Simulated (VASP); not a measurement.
# C (Fmmm) in VASP: notebook

Runs on C. Level: PBE+D3(BJ). Tasks: single point.

Everything below comes from runs of VASP 6.6.1. Logs are shortened: lines on timing, memory, paths and dates and some standing lists are left out, and cuts for length are marked.

### 1 The cell of the first run

The structure is orthorhombic, space group Fmmm (No. 69). Conventional cell: a = 2.469 Å, b = 4.276 Å, c = 7.455 Å, α = 90.00°, β = 90.00°, γ = 90.00°. Within 1.9 Å of C (site symmetry m2m) lie 3 C at 1.43 Å.

### 2 Single point, PBE+D3(BJ) (9.84 Å³/atom)

Contents of INCAR:

```
PREC = Accurate ; ENCUT = 520
EDIFF = 1E-6 ; ISMEAR = 0
SIGMA = 0.1 ; LREAL = False
LASPH = True ; NELM = 100
ALGO = Normal ; ISIF = 2
LWAVE = False ; LCHARG = False
GGA = PE ; IVDW = 12
NBANDS = 16
```

Contents of KPOINTS:

```
Automatic mesh
0
Gamma
  18 18 6
```

Contents of POSCAR:

```
C
1.0
    1.2345543160     -2.1379061932      0.0000000000
    1.2345543160      2.1379061932      0.0000000000
    0.0000000000      0.0000000000      7.4549321723
C
4
Direct
    0.0833238884      0.9166761116      0.7500000000
    0.5833238884      0.4166761116      0.2500000000
    0.9166761116      0.0833238884      0.2500000000
    0.4166761116      0.5833238884      0.7500000000
```

Potentials or basis: VASP PAW PBE potentials, release 64 (C).

Launch:

```
$ cat potpaw_PBE.64/C/POTCAR > POTCAR
$ mpirun -np 1 vasp_std > vasp.out
```

OUTCAR:

```text
PREC = Accurate
   ENCUT = 520
   EDIFF = 1E-6
   ISMEAR = 0
   LREAL = False
   LASPH = True
   NELM = 100
   ISIF = 2
   GGA = PE
   IVDW = 12
 IVDW          = 12

 ion  position               nearest neighbor table
   1  0.083  0.917  0.750-   4 1.43   4 1.43   4 1.43
   2  0.583  0.417  0.250-   3 1.43   3 1.43   3 1.43
   3  0.917  0.083  0.250-   2 1.43   2 1.43   2 1.43
   4  0.417  0.583  0.750-   1 1.43   1 1.43   1 1.43

  LATTYP: Found a base centered orthorhombic cell.
 ALAT       =     2.4691086320
 B/A-ratio  =     1.7317230724
 C/A-ratio  =     3.0192807541

  Lattice vectors:

 A1 = (   1.2345543160,  -2.1379061932,   0.0000000000)
 A2 = (   1.2345543160,   2.1379061932,   0.0000000000)
 A3 = (   0.0000000000,   0.0000000000,   7.4549321723)

Analysis of symmetry for initial positions (statically):
=====================================================================
 Subroutine PRICEL returns following result:

  LATTYP: Found a face centered orthorhombic cell.
 ALAT       =     2.4691086320
 B/A-ratio  =     1.7317230724
 C/A-ratio  =     3.0192807541

  Lattice vectors:

 A1 = (   0.0000000000,  -2.1379061932,  -3.7274660862)
 A2 = (   1.2345543160,   0.0000000000,  -3.7274660862)
 A3 = (   1.2345543160,  -2.1379061932,   0.0000000000)

   2 primitive cells build up your supercell.

 Routine SETGRP: Setting up the symmetry group for a
 base centered orthorhombic supercell.

 Subroutine GETGRP returns: Found  8 space group operations
 (whereof  4 operations were pure point group operations)
 out of a pool of  8 trial point group operations.

The static configuration has the point symmetry C_2h.
 The point group associated with its full space group is D_2h.

Analysis of symmetry for dynamics (positions and initial velocities):
=====================================================================
 Subroutine PRICEL returns following result:

  LATTYP: Found a face centered orthorhombic cell.
 ALAT       =     2.4691086320
 B/A-ratio  =     1.7317230724
 C/A-ratio  =     3.0192807541

  Lattice vectors:

 A1 = (   0.0000000000,  -2.1379061932,  -3.7274660862)
 A2 = (   1.2345543160,   0.0000000000,  -3.7274660862)
 A3 = (   1.2345543160,  -2.1379061932,   0.0000000000)

   2 primitive cells build up your supercell.

 Routine SETGRP: Setting up the symmetry group for a
 base centered orthorhombic supercell.

 Subroutine GETGRP returns: Found  8 space group operations
 (whereof  4 operations were pure point group operations)
 out of a pool of  8 trial point group operations.

The dynamic configuration has the point symmetry C_2h.
 The point group associated with its full space group is D_2h.

 Subroutine INISYM returns: Found  8 space group operations
 (whereof  4 operations are pure point group operations),
 and found     2 'primitive' translations

----------------------------------------------------------------------------------------

                                     Primitive cell

  volume of cell :      19.6763

  direct lattice vectors                    reciprocal lattice vectors
     0.000000000 -2.137906193 -3.727466086    -0.405004457 -0.233873685 -0.134139383
     1.234554316  0.000000000 -3.727466086     0.405004457  0.233873685 -0.134139383
     1.234554316 -2.137906193  0.000000000     0.405004457 -0.233873685  0.134139383

  length of vectors
     4.297050886  3.926592388  2.468758241     0.486537650  0.486537650  0.486537650

  position of ions in fractional coordinates (direct lattice)
     0.333323888  0.166676112  0.833323888
     0.666676112  0.833323888  0.166676112

  ion indices of the primitive-cell ions
   primitive index   ion index
                 1           1
                 2           4

----------------------------------------------------------------------------------------

 KPOINTS: Automatic mesh

Automatic generation of k-mesh.
 Grid dimensions read from file:
 generate k-points for:   18   18    6

 Generating k-lattice:

  Cartesian coordinates                     Fractional coordinates (reciprocal lattice)
     0.022500248 -0.012992983  0.000000000     0.055555556  0.000000000  0.000000000
     0.022500248  0.012992983  0.000000000     0.000000000  0.055555556  0.000000000
     0.000000000  0.000000000  0.022356564     0.000000000  0.000000000  0.166666667

  Length of vectors
     0.025982277  0.025982277  0.022356564

  Shift w.r.t. Gamma in fractional coordinates (k-lattice)
     0.000000000  0.000000000  0.000000000

 Subroutine IBZKPT returns following result:
 ===========================================

 Found    364 irreducible k-points:

 Following reciprocal coordinates:
            Coordinates               Weight
  0.000000  0.000000  0.000000      1.000000
  0.055556  0.000000  0.000000      4.000000
  0.111111  0.000000  0.000000      4.000000
  0.166667  0.000000  0.000000      4.000000
  0.222222 -0.000000  0.000000      4.000000
  0.277778  0.000000  0.000000      4.000000
[... 16 lines left out ...]
 -0.277778  0.055556  0.000000      4.000000
 -0.222222  0.055556  0.000000      4.000000
 [... further k-points ...]
   k-points           NKPTS =    364   k-points in BZ     NKDIM =    364   number of bands    NBANDS=     16
   number of dos      NEDOS =    301   number of ions     NIONS =      4
   total plane-waves  NPLWV =  18144
   dimension x,y,z NGX =    18 NGY =   18 NGZ =   56
   dimension x,y,z NGXF=    36 NGYF=   36 NGZF=  112
   ions per type =               4
   NGX,Y,Z   is equivalent  to a cutoff of  12.12, 12.12, 12.49 a.u.
   NGXF,Y,Z  is equivalent  to a cutoff of  24.24, 24.24, 24.98 a.u.
 SYSTEM =  unknown system
   PREC   = accura    normal or accurate (medium, high low for compatibility)
   ISTART =      0    job   : 0-new  1-cont  2-samecut
   ICHARG =      2    charge: 1-file 2-atom 10-const
   ISPIN  =      1    spin polarized calculation?
   LNONCOLLINEAR =      F non collinear calculations
   LSORBIT =      F    spin-orbit coupling
   LASPH  =      T    aspherical Exc in radial PAW
   ENCUT  =  520.0 eV  38.22 Ry    6.18 a.u.   4.59  4.59 13.86*2*pi/ulx,y,z
   NELM   =    100;   NELMIN=  2; NELMDL= -5     # of ELM steps
   EDIFF  = 0.1E-05   stopping-criterion for ELM
   LREAL  =      F    real-space projection
   EDIFFG = 0.1E-04   stopping-criterion for IOM
   NSW    =      0    number of steps for IOM
   IBRION =     -1    ionic relax: 0-MD 1-quasi-New 2-CG
   NFREE  =      0    steps in history (QN), initial steepest desc. (CG)
   ISIF   =      2    stress and relaxation
   ISYM   =      2    0-nonsym 1-usesym 2-fastsym
   POTIM  = 0.5000    time-step for ionic-motion
   TEBEG  =    0.0;   TEEND  =   0.0 temperature during run
   PSTRESS=    0.0 pullay stress
   NELECT =      16.0000    total number of electrons
   NUPDOWN=      -1.0000    fix difference up-down
   EMIN   =  10.00;   EMAX   =-10.00  energy-range for DOS
   EFERMI =   0.00;   METHOD = LEGACY
   ISMEAR =     0;   SIGMA  =   0.10  broadening in eV -4-tet -1-fermi 0-gaus
   EFERMI_NEDOS =   21; number of points for ismear=-14 and -15
   IALGO  =     38    algorithm
   IMIX   =      4    mixing-type and parameters
     AMIX     =   0.40;   BMIX     =  1.00
     AMIX_MAG =   1.60;   BMIX_MAG =  1.00
  volume/ion in A,a.u.               =       9.84        66.39
  Fermi-wavevector in a.u.,A,eV,Ry     =   1.212804  2.291867 20.012724  1.470894
  Thomas-Fermi vector in A             =   2.348276
   LORBIT       =      0    0 simple, 1 ext, 2 COOP (PROOUT), +10 PAW based schemes
   GGA     = PE    functional components
   LHFCALC =     F    Hartree Fock is set to
   AEXX    =    0.0000 exact exchange contribution
   IVDW    =    12    specifies the selected vdW correction
   LEPSILON=     F    determine dielectric tensor
   LRPA    =     F    only Hartree local field effects (RPA)
 non-spin polarized calculation
 Gauss-broadening in eV      SIGMA  =   0.10
  energy-cutoff  :      520.00
  volume of cell :       39.35
 maximum number of plane-waves:      1084
   NGX =  9   NGY =  9   NGZ = 27

 number of electron      15.9999993 magnetization

 Free energy of the ion-electron system (eV)
  ---------------------------------------------------
  ext. energy  EPLUGINS =         0.00000000
  ---------------------------------------------------
  free energy    TOTEN  =       -36.89100348 eV

  energy without entropy =      -36.89047978  energy(sigma->0) =      -36.89074163

 E-fermi :   3.7768     XC(G=0):  -9.5925

 val. band max:        3.7187508274   @ k =   0.3333   0.3333   0.3333
 cond. band min:       3.7777960206   @ k =   0.3333   0.3333   0.5000
 fundamental gap:      0.0590451932
 Fermi energy:         3.7768391417

 k-point     1 :       0.0000    0.0000    0.0000
  band No.  band energies     occupation
      1     -15.7674      2.00000
      2     -15.6407      2.00000
      3      -4.3382      2.00000
      4      -3.2230      2.00000
      5       0.7379      2.00000
      6       0.7445      2.00000
[... 8 lines left out ...]
     15      15.1422      0.00000
     16      15.1988      0.00000

 k-point     2 :       0.0556    0.0000    0.0000
  band No.  band energies     occupation
      1     -15.6942      2.00000
      2     -15.5683      2.00000
      3      -4.2497      2.00000
      4      -3.1383      2.00000
      5       0.4418      2.00000
      6       0.4519      2.00000
[... 8 lines left out ...]
     15      14.8790      0.00000
     16      14.9540      0.00000

 k-point     3 :       0.1111    0.0000    0.0000
  band No.  band energies     occupation
      1     -15.4752      2.00000
      2     -15.3513      2.00000
      3      -3.9852      2.00000
      4      -2.8852      2.00000
      5      -0.3776      2.00000
      6      -0.3616      2.00000
[... 8 lines left out ...]
     15      14.1330      0.00000
     16      14.2611      0.00000

 k-point     4 :       0.1667    0.0000    0.0000
  band No.  band energies     occupation
      1     -15.1114      2.00000
      2     -14.9906      2.00000
      3      -3.5474      2.00000
      4      -2.4673      2.00000
      5      -1.5539      2.00000
      6      -1.5298      2.00000
[... 8 lines left out ...]
     15      14.6019      0.00000
     16      14.6019      0.00000

 k-point     5 :       0.2222   -0.0000    0.0000
  band No.  band energies     occupation
      1     -14.6047      2.00000
      2     -14.4882      2.00000
      3      -2.9418      2.00000
      4      -2.9301      2.00000
      5      -2.8968      2.00000
      6      -1.8922      2.00000
[... 8 lines left out ...]
     15      16.2407      0.00000
     16      16.2408      0.00000

 k-point     6 :       0.2778    0.0000    0.0000
  band No.  band energies     occupation
      1     -13.9584      2.00000
      2     -13.8474      2.00000
      3      -4.3918      2.00000
      4      -4.3491      2.00000
      5      -2.1783      2.00000
      6      -1.5236      2.00000
[... 8 lines left out ...]
     15      18.0687      0.00000
     16      18.0689      0.00000
[... 267 lines left out ...]
 k-point    21 :      -0.3889    0.0556    0.0000
  band No.  band energies     occupation
      1     -12.6869      2.00000
      2     -12.5868      2.00000
      3      -6.5511      2.00000
      4      -6.4958      2.00000
      5      -2.4187      2.00000
      6      -2.4070      2.00000
[... 8 lines left out ...]
     15      18.1324      0.00000
     16      19.9279      0.00000

 k-point    22 :      -0.3333    0.0556    0.0000
  band No.  band energies     occupation
      1     -13.5311      2.00000
      2     -13.4237      2.00000
      3      -5.1121      2.00000
      4      -5.0666      2.00000
      5      -2.0047      2.00000
      6      -1.9940      2.00000
[... 8 lines left out ...]
     15      17.9040      0.00000
     16      18.3346      0.00000

 k-point    23 :      -0.2778    0.0556    0.0000
  band No.  band energies     occupation
      1     -14.2449      2.00000
      2     -14.1315      2.00000
      3      -3.6609      2.00000
      4      -3.6259      2.00000
      5      -2.5151      2.00000
      6      -1.4878      2.00000
[... 8 lines left out ...]
     15      16.5466      0.00000
     16      16.6738      0.00000

 k-point    24 :      -0.2222    0.0556    0.0000
  band No.  band energies     occupation
      1     -14.8214      2.00000
      2     -14.7031      2.00000
      3      -3.2003      2.00000
      4      -2.2672      2.00000
      5      -2.2433      2.00000
      6      -2.1362      2.00000
[... 8 lines left out ...]
     15      15.0626      0.00000
     16      15.1239      0.00000

 [... further k-points ...]

------------------------ aborting loop because EDIFF is reached ----------------------------------------

 Edisp (eV)   -0.55105

 E8    (eV) :    -0.1542

  FORCE on cell =-STRESS in cart. coord.  units (eV):
  Direction    XX          YY          ZZ          XY          YZ          ZX
  --------------------------------------------------------------------------------------
  -------------------------------------------------------------------------------------
  Total      -0.25252    -0.25256    -0.42986     0.00000     0.00000     0.00000
  in kB     -10.28109   -10.28258   -17.50097     0.00000     0.00000     0.00000
  external pressure =      -12.69 kB  Pullay stress =        0.00 kB

 VOLUME and BASIS-vectors are now :
 -----------------------------------------------------------------------------
  energy-cutoff  :      520.00
  volume of cell :       39.35
      direct lattice vectors                 reciprocal lattice vectors
     1.234554316 -2.137906193  0.000000000     0.405004457 -0.233873685  0.000000000
     1.234554316  2.137906193  0.000000000     0.405004457  0.233873685  0.000000000
     0.000000000  0.000000000  7.454932172     0.000000000  0.000000000  0.134139383

 POSITION                                       TOTAL-FORCE (eV/Angst)
 -----------------------------------------------------------------------------------
      1.23455      1.78163      5.59120         0.000000      0.000023     -0.000000
      1.23455     -0.35628      1.86373         0.000000      0.000023     -0.000000
      1.23455     -1.78163      1.86373         0.000000     -0.000023      0.000000
      1.23455      0.35628      5.59120         0.000000     -0.000023      0.000000
 -----------------------------------------------------------------------------------
    total drift:                               -0.000000     -0.000000      0.000000

  FREE ENERGIE OF THE ION-ELECTRON SYSTEM (eV)
  ---------------------------------------------------
  free  energy   TOTEN  =       -37.4420532974 eV

  energy  without entropy=      -37.4415295981  energy(sigma->0) =      -37.44179145
```

It took 69 s on 1 thread of AMD EPYC 9R45 (Zen 5), shared host; peak memory 0.25 GiB.

What came out:

```
Free energy                : -37.4421 eV
Pressure                   : -1.3 GPa
Band gap on the k mesh     : zero (filled and empty bands touch)
Dispersion energy per atom : -0.138 eV
```

### 3 Single point, PBE+D3(BJ)

This run uses another cell than the first one, of 8.94 Å³/atom.

Contents of INCAR:

```
SYSTEM = C
PREC = Accurate ; ENCUT = 520
EDIFF = 1E-6 ; ISMEAR = 0
SIGMA = 0.15 ; LREAL = .False.
LASPH = .True. ; NELM = 100
ALGO = Normal ; ISIF = 2
LWAVE = .False. ; LCHARG = .True.
GGA = PE ; IVDW = 12
LELF = .True. ; LVHAR = .True.
NBANDS = 16
```

Contents of KPOINTS:

```
Automatic mesh
0
Gamma
  22 22 8
  0 0 0
```

Contents of POSCAR:

```
C
1.0
    1.2327689981     -2.1341461166      0.0000000000
    1.2327689981      2.1341461166      0.0000000000
    0.0000000000      0.0000000000      6.7989836842
C
4
Direct
    0.0833101797      0.9166898203      0.7499969754
    0.5833101797      0.4166898203      0.2500030246
    0.9166898203      0.0833101797      0.2500030246
    0.4166898203      0.5833101797      0.7499969754
```

Potentials or basis: VASP PAW PBE potentials, release 64 (C).

Launch:

```
$ cat potpaw_PBE.64/C/POTCAR > POTCAR
$ mpirun -np 1 vasp_std > vasp.out
```

It took 4.7 min on 1 thread of Intel Xeon Platinum 8488C (Sapphire Rapids), shared host; peak memory 0.37 GiB.

The run converged. Its results:

```
Free energy                : -37.4651 eV
Pressure                   : 0.4 GPa
Largest force              : 0.006 eV/Å
Band gap on the k mesh     : zero (bands 8 and 9 overlap by 0.04 eV)
Dispersion energy per atom : -0.154 eV
```

Forces on the atoms (eV/Å):
```
C    0.000 -0.006  0.000
C    0.000 -0.006  0.000
C    0.000  0.006  0.000
C    0.000  0.006  0.000
```

Stress tensor (GPa, compression positive):
```
 0.72  0.00  0.00
 0.00  0.66  0.00
 0.00  0.00 -0.08
```

Levels at points of the mesh, in eV from the Fermi level:
| k point | band 5 | band 6 | band 7 | band 8 | band 9 | band 10 | band 11 | band 12 |
| --- | --- | --- | --- | --- | --- | --- | --- | --- |
| (0.00, 0.00, 0.00) | -2.99 | -2.97 | -2.96 | -2.96 | 4.22 | 8.34 | 8.37 | 8.40 |
| (0.50, 0.00, 0.00) | -6.35 | -6.35 | -2.40 | -2.40 | 1.90 | 1.90 | 7.45 | 7.45 |
| (0.50, 0.50, 0.00) | -6.38 | -6.33 | -2.94 | -1.60 | 1.04 | 2.49 | 7.25 | 7.62 |
| (0.00, 0.00, 0.50) | -2.97 | -2.97 | -2.96 | -2.96 | 6.76 | 6.76 | 8.39 | 8.39 |
| (0.50, 0.00, 0.50) | -6.35 | -6.35 | -2.32 | -2.32 | 1.70 | 1.70 | 7.45 | 7.45 |
| (0.50, 0.50, 0.50) | -6.36 | -6.36 | -2.32 | -2.32 | 1.71 | 1.71 | 7.43 | 7.43 |
